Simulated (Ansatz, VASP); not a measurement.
# NaCl in VASP and in Ansatz

```
Na Cl
1.0
     3.34547    0.00000    0.00000
    -1.67273    2.89726    0.00000
     0.00000    0.00000    5.56535
Na Cl
1 1
Direct
  0.00000 0.00000 0.50000
  0.00000 0.00000 0.00000
```

Alike in both runs: task relaxation of cell and atoms; functional PBE; k mesh 6 × 6 × 4; occupations gaussian, width 0.1 eV; no spin polarisation.

```csv
,VASP,Ansatz
version,VASP 6.6.1,Ansatz 0.2.0
potentials or method,"VASP PAW PBE potentials, release 64 (Na_pv, Cl), cutoff 600 eV","scalar-relativistic, plane waves, PAW"
valence electrons in the cell,14,16
```

Ansatz gave:

| Quantity | Value |
| --- | --- |
| gap on the k mesh at the Fermi level, each at its own relaxed structure (eV) | 3.93 |
| relaxed volume (Å³/atom) | 64.06 |
| relaxed cell length with the largest relative difference (Å) | 5.442 |

Problem. Which values does VASP return?

Solution. gap on the k mesh at the Fermi level, each at its own relaxed structure (eV): 3.72; relaxed volume (Å³/atom): 55.34; relaxed cell length with the largest relative difference (Å): 5.068.

One of these differences is far larger than is usual between the two programs; its cause wasn't traced. VASP's potentials hold 14 valence electrons a cell and Ansatz's 16, so a difference there can come from the potentials and not from the codes.

Noted on VASP's run: the volume moved by over 15 % at a fixed basis, so the end points are rough.
